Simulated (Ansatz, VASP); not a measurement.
# BN: VASP beside Ansatz

The input INCAR:

```
SYSTEM = BN
PREC = Accurate ; ENCUT = 520
EDIFF = 1E-7 ; ISMEAR = 0
SIGMA = 0.05 ; LREAL = .FALSE.
LASPH = .TRUE. ; NELM = 60
ALGO = Normal ; ISIF = 2
LWAVE = .FALSE. ; LCHARG = .FALSE.
GGA = PS ; NBANDS = 16
```

The input KPOINTS:

```
regular mesh
0
G
  12 12 4
  0 0 0
```

The input POSCAR:

```
BN
1.0
    2.6211634095      0.0000000000      0.0000000000
   -1.3105817048      2.2699941001      0.0000000000
    0.0000000000      0.0000000000      7.1885406506
B N
2 2
Direct
    0.3333333333      0.6666666667      0.2500000000
    0.6666666667      0.3333333333      0.7500000000
    0.3333333333      0.6666666667      0.7500000000
    0.6666666667      0.3333333333      0.2500000000
```

Input for Ansatz:

```yaml
crystal:
  lattice:
    - [2.6211634095, 0.0, 0.0]
    - [-1.3105817048, 2.2699941001, 0.0]
    - [0.0, 0.0, 7.1885406506]
  atoms:
    - { symbol: B, position: [0.3333333333, 0.6666666667, 0.25] }
    - { symbol: B, position: [0.6666666667, 0.3333333333, 0.75] }
    - { symbol: "N", position: [0.3333333333, 0.6666666667, 0.75] }
    - { symbol: "N", position: [0.6666666667, 0.3333333333, 0.25] }
basis:
  ecutwfc: 520.0
kpoints:
  mp_grid: { grid: [12, 12, 4] }
hamiltonian:
  xc: pbesol
  pseudopotentials: { kind: paw, azcp: { folder: soft_1 } }
scf:
  occupations: { method: gaussian, width: 0.05 }
output:
  forces: true
  stress: true
  eigenvalues: true
```

Alike in both runs: task single point; functional PBEsol; k mesh 12 × 12 × 4; occupations gaussian, width 0.05 eV; no spin polarisation.

|  | VASP | Ansatz |
| --- | --- | --- |
| version | VASP 6.6.1 | Ansatz 0.2.0 |
| potentials or method | VASP PAW PBE potentials, release 64 (B, N), cutoff 520 eV | scalar-relativistic, plane waves, PAW |
| valence electrons in the cell | 16 | 16 |

|  | VASP | Ansatz | Ansatz less VASP |
| --- | --- | --- | --- |
| gap on the k mesh at the Fermi level (eV) | 4.05 | 4.06 | +0.005 |
| least direct gap on the mesh (eV) | 4.26 | 4.26 | +0.003 |
| pressure (GPa) | -24.8 | -25.1 | -0.28 |
| traceless stress, the component that is largest in VASP (GPa) | 24.42 | 24.82 | +0.400 |

VASP's potentials were made for PBE, not for PBEsol, and Ansatz warns of the same on its side. With one functional, cell and mesh, what is left measures potentials, basis and numerics.
